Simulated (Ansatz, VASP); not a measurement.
## Two plane-wave programs on CdI2

```
I Cd
1.0
     4.24056    0.00000    0.00000
    -2.12028    3.67244    0.00000
     0.00000    0.00000   30.72000
I Cd
2 1
Cartesian
  0.0000 2.4483 6.9960
  2.1203 1.2241 10.4640
  0.0000 0.0000 8.7300
```

Alike in both runs: functional PBE; dispersion D4; k mesh 12 × 12 × 1; occupations gaussian, width 0.03 eV; no spin polarisation.

Ansatz relaxed the structure, and its values are those at the end. VASP's run is a single point on that final structure, the one shown.

|  | VASP | Ansatz |
| --- | --- | --- |
| version | VASP 6.6.1 | Ansatz 0.2.0 |
| potentials or method | VASP PAW PBE potentials, release 64 (I, Cd), cutoff 400 eV | scalar-relativistic, plane waves, PAW |
| valence electrons in the cell | 26 | 54 |

|  | VASP | Ansatz | Ansatz less VASP |
| --- | --- | --- | --- |
| gap on the k mesh at the Fermi level (eV) | 2.44 | 2.45 | +0.008 |
| least direct gap on the mesh (eV) | 2.67 | 2.68 | +0.007 |
| rms of the force components (eV/Å) | 0.008 | 0.001 | -0.0077 |

VASP's potentials hold 26 valence electrons a cell and Ansatz's 54, so a difference there can come from the potentials and not from the codes. Ansatz's warnings: slab cell height set, structure snapped to symmetry.

Neither program's run includes spin-orbit coupling.
